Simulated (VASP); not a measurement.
Here is a VASP 6.6.1 calculation.

The input POSCAR:

```
WSe2
1.0
    3.3149378364      0.0000000000      0.0000000000
   -1.6574689182      2.8708203783      0.0000000000
    0.0000000000      0.0000000000     13.7134082505
W Se
2 4
Direct
    0.3333333333      0.6666666667      0.2500000000
    0.6666666667      0.3333333333      0.7500000000
    0.3333333333      0.6666666667      0.6288575183
    0.6666666667      0.3333333333      0.1288575183
    0.3333333333      0.6666666667      0.8711424817
    0.6666666667      0.3333333333      0.3711424817
```

The input INCAR.step1:

```
PREC     = Accurate       # precision mode
ENCUT    = 520            # plane-wave cutoff, eV
ISMEAR   = -1             # smearing method
SIGMA    = 0.02           # smearing width, eV
LREAL    = False          # projectors in reciprocal space
LASPH    = True           # aspherical terms in the spheres
NELM     = 100            # most SCF steps
NBANDS   = 35             # bands
GGA      = PE             # functional
ALGO     = Normal         # electronic algorithm
EDIFF    = 1E-4           # SCF threshold, eV
LWAVE    = True           # write WAVECAR
LCHARG   = False          # write CHGCAR
```

The input INCAR.step2:

```
PREC     = Accurate       # precision mode
ENCUT    = 520            # plane-wave cutoff, eV
EDIFF    = 1E-6           # SCF threshold, eV
ISMEAR   = -1             # smearing method
SIGMA    = 0.02           # smearing width, eV
LREAL    = False          # projectors in reciprocal space
LASPH    = True           # aspherical terms in the spheres
NELM     = 100            # most SCF steps
ALGO     = Normal         # electronic algorithm
ISIF     = 2              # what is computed and relaxed
LWAVE    = False          # write WAVECAR
LCHARG   = False          # write CHGCAR
METAGGA  = R2SCAN         # meta-GGA
LMIXTAU  = True         
NBANDS   = 35             # bands
ISTART   = 1
```

KPOINTS

```
regular mesh
0
Gamma
  12 12 2
```

Potentials or basis: VASP PAW PBE potentials, release 64 (W_sv, Se).

The run is started by

```console
$ cat potpaw_PBE.64/W_sv/POTCAR potpaw_PBE.64/Se/POTCAR > POTCAR
$ cp INCAR.step1 INCAR
$ mpirun -np 1 vasp_std > vasp.out
$ cp INCAR.step2 INCAR
$ mpirun -np 1 vasp_std > vasp.out
```

Problem. Estimate the pressure.

Solution. 0.4 GPa.

Problem. Predict the largest force.

Solution. 0.051 eV/Å.

Problem. Predict the band gap on the k mesh.

Solution. 1.34 eV (least direct gap 1.58 eV).

Stress tensor (GPa, compression positive):
```
0.33 0.00 0.00
0.00 0.33 0.00
0.00 0.00 0.41
```

Caveat: the PAW data sets were made with another functional, which shifts forces and pressure a little; spin-orbit coupling is left out, which moves the levels of the heavy elements.

**Experimental background.**

“Time-resolved XUV ARPES with tunable 24–33 eV laser pulses at 30 meV resolution”, 2019, pmc:6684652 reports, for a bulk crystal of WSe2: band gap 1.3 eV (indirect).

Measured gap of WSe2: 1.3 eV (indirect; “Time-resolved XUV ARPES with tunable 24–33 eV laser pulses at 30 meV resolution”, 2019, pmc:6684652). This calculation gives 1.34 eV (+0.04 eV). Spin-orbit coupling on Se, W is left out. The value is that of r2SCAN on a finite k mesh, which can miss the band edges, without temperature or zero-point motion.
